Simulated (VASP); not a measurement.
Runs of VASP 6.6.1 on Si2BO3. The structure is that of space group P4mm (No. 99), or close to it. The cells are those of the table. 

```csv
task,spin,cell,k mesh,cutoff (eV),gap on the mesh (eV),pressure (GPa),moment (μB),largest force (eV/Å)
single point,"collinear, ferromagnetic start","a = 3.871, b = 3.871, c = 4.859 Å, 6 atoms",4 × 4 × 4,520,none,0.4,0.00,0.12
relaxation of cell and atoms,off,"relaxed from a = 3.871, b = 3.871, c = 4.859 Å, 6 atoms",10 × 10 × 8,600,none,0.1,-,0.01
single point,off,"a = 4.146, b = 4.146, c = 4.450 Å, 6 atoms",4 × 4 × 4,520,none,0.3,-,5.03
single point,"collinear, ferromagnetic start","a = 4.146, b = 4.146, c = 4.450 Å, 6 atoms",4 × 4 × 4,520,none,0.3,0.00,5.03
single point,off,"a = 3.868, b = 3.868, c = 4.860 Å, 6 atoms",10 × 10 × 8,520,none,(a),-,0.12
```

Alike in all rows: level PBE; potentials or basis VASP PAW PBE potentials, release 64 (Si, B, O); smearing gaussian 0.1 eV.

Problem. Estimate the missing entries.

Solution. (a) 0.2.

Caveats: some runs use coarse meshes; an odd number of electrons without spin polarisation forces a metal (some runs); a magnetic or distorted state may lie lower (some runs); forces of over 1 eV/Å act on the atoms, so gaps and moduli don't describe the material at rest (some runs).

A gap of «none» marks levels without a gap at the run's occupations.
